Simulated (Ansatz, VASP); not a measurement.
# One calculation of Tl3Sb2Mo, two programs

Contents of INCAR:

```
  PREC = Accurate
  ENCUT = 600
  EDIFF = 1E-6
  ISMEAR = 0
  SIGMA = 0.1
  LREAL = F
  LASPH = T
  NELM = 100
  ALGO = Fast
  ISIF = 3
  LWAVE = F
  LCHARG = F
  GGA = PE
  IBRION = 2
  NSW = 90
  EDIFFG = -0.04
```

File KPOINTS:

```
regular mesh
0
Gamma
  3 3 3
```

The input POSCAR:

```
Tl3Sb2Mo
1.0
    3.2486666200      1.8756185500      5.0835182400
   -3.2486666200      1.8756185500      5.0835182400
    0.0000000000     -3.7512371000      5.0835182400
Tl Sb Mo
3 2 1
Direct
    0.5000000000      0.5000000000      0.0000000000
    0.0000000000      0.5000000000      0.5000000000
    0.5000000000      0.0000000000      0.5000000000
    0.8209572300      0.8209572300      0.8209572300
    0.1790427700      0.1790427700      0.1790427700
    0.0000000000      0.0000000000      0.0000000000
```

Input for Ansatz:

```yaml
crystal:
  lattice:
    - [3.24866662, 1.87561855, 5.08351824]
    - [-3.24866662, 1.87561855, 5.08351824]
    - [0.0, -3.7512371, 5.08351824]
  atoms:
    - { symbol: Tl, position: [0.5, 0.5, 0.0] }
    - { symbol: Tl, position: [0.0, 0.5, 0.5] }
    - { symbol: Tl, position: [0.5, 0.0, 0.5] }
    - { symbol: Sb, position: [0.82095723, 0.82095723, 0.82095723] }
    - { symbol: Sb, position: [0.17904277, 0.17904277, 0.17904277] }
    - { symbol: Mo, position: [0.0, 0.0, 0.0] }
basis:
  ecutwfc: 420
kpoints:
  mp_grid: { grid: [3, 3, 3] }
hamiltonian:
  xc: pbe
scf:
  occupations: { method: gaussian, width: 0.1 }
  lower_state_search: "off"
output:
  forces: true
  stress: true
  eigenvalues: true
relax:
  adjacent_minimum: "off"
  f_tol: 0.04
  max_steps: 70
  cell: { stress_tol: 0.4 }
```

Alike in both runs: task relaxation of cell and atoms; functional PBE; k mesh 3 × 3 × 3; occupations gaussian, width 0.1 eV; no spin polarisation.

```csv
,VASP,Ansatz
version,VASP 6.6.1,Ansatz 0.2.0
potentials or method,"VASP PAW PBE potentials, release 64 (Tl_d, Sb, Mo_sv), cutoff 600 eV","scalar-relativistic, plane waves, PAW"
valence electrons in the cell,63,83
```

|  | VASP | Ansatz | Ansatz less VASP |
| --- | --- | --- | --- |
| gap on the k mesh at the Fermi level, each at its own relaxed structure (eV) | none | none | - |
| relaxed volume (Å³/atom) | 31.81 | 31.31 | -0.500 |
| relaxed length of the cell vector where the two differ most in proportion (Å) | 6.951 | 6.851 | -0.0998 |

A gap of «none» marks a metal or a gap that the smearing closes. VASP's potentials hold 63 valence electrons a cell and Ansatz's 83, so a difference there can come from the potentials and not from the codes.

The k mesh is coarse, so the values compare programs but aren't converged. Spin-orbit coupling is off throughout.
